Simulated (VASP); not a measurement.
Wanted: the native input for a VASP 6.6.1 run.

```yaml
Task: single point
Functional: PBEsol
Potentials_or_basis: VASP PAW PBE potentials, release 64 (Al, Ga_d, N)
Cutoff: 520 eV
k_mesh: 6 × 6 × 6
Occupations: gaussian, width 0.02 eV
Spin: no spin polarisation
Dipole_correction: no
Further_INCAR_settings: ALGO = Normal; EDIFF = 1e-07; NBANDS = 41
```

The structure of AlGa3N4 lies in POSCAR:

```
AlGa3N4
1.0
    4.6016567581      0.0000000000      0.0000000000
    0.0000000000      4.6016567581      0.0000000000
    0.0000000000      0.0000000000      4.3872106179
Al Ga N
1 3 4
Direct
    0.0000000000      0.0000000000      0.0000000000
    0.5000000000      0.5000000000      0.0000000000
    0.5000000000      0.0000000000      0.5000000000
    0.0000000000      0.5000000000      0.5000000000
    0.7548932406      0.7548932406      0.2447084613
    0.7548932406      0.2451067594      0.7552915387
    0.2451067594      0.7548932406      0.7552915387
    0.2451067594      0.2451067594      0.2447084613
```

This cell differs from its parent crystal: biaxial strain in the a-b plane: +3.0 %.

One way to write it, as run:

INCAR

```
ALGO = Normal
EDIFF = 1E-7
ENCUT = 520
GGA = PS
ISIF = 2
ISMEAR = 0
LASPH = T
LCHARG = F
LREAL = F
LWAVE = F
NBANDS = 41
NELM = 60
PREC = Accurate
SIGMA = 0.02
```

KPOINTS

```
k-points
0
Gamma
  6 6 6
```

Potentials or basis: VASP PAW PBE potentials, release 64 (Al, Ga_d, N).

Launch:

```bash
$ cat potpaw_PBE.64/Al/POTCAR potpaw_PBE.64/Ga_d/POTCAR potpaw_PBE.64/N/POTCAR > POTCAR
$ mpirun -np 1 vasp_std > vasp.out
```

Results of the run:

```yaml
Pressure: -7.5 GPa
Largest_force: 0.016 eV/Å
Band_gap_on_the_k_mesh: 1.89 eV, direct
```

Caveat: the cell differs from its parent crystal (biaxial strain in the a-b plane: +3.0 %); the PAW data sets were made with another functional, which shifts forces and pressure a little.

It took 2.6 min on 1 thread of Intel(R) Xeon(R) Platinum 8259CL CPU @ 2.50GHz (Skylake/Cascade Lake), on a shared host, peak memory 0.27 GiB.
